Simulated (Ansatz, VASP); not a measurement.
# CdTe in VASP and in Ansatz

```
Cd Te
1.0
     0.00000    3.27885    3.27885
     3.27885    0.00000    3.27885
     3.27885    3.27885    0.00000
Cd Te
1 1
Direct
  0.00000 0.00000 0.00000
  0.75000 0.75000 0.75000
```

Alike in both runs: functional r2SCAN; k mesh 8 × 8 × 8; occupations gaussian, width 0.02 eV; no spin polarisation.

Ansatz relaxed the structure, and its values are those at the end. VASP's run is a single point on that final structure, the one shown.

|  | VASP | Ansatz |
| --- | --- | --- |
| version | VASP 6.6.1 | Ansatz 0.2.0 |
| potentials or method | VASP PAW PBE potentials, release 64 (Cd, Te), cutoff 520 eV | scalar-relativistic, plane waves, PAW |
| valence electrons in the cell | 18 | 36 |

Ansatz gave:

```
gap on the k mesh at the Fermi level (eV) : 1.17
least direct gap on the mesh (eV)         : 1.17
pressure (GPa)                            : 0.0
```

Problem. Estimate VASP's values.

Solution. gap on the k mesh at the Fermi level (eV): 1.16; least direct gap on the mesh (eV): 1.16; pressure (GPa): 0.1.

VASP's potentials were made for PBE, not for r2SCAN. VASP's potentials hold 18 valence electrons a cell and Ansatz's 36, so a difference there can come from the potentials and not from the codes.

Spin-orbit coupling is off throughout.
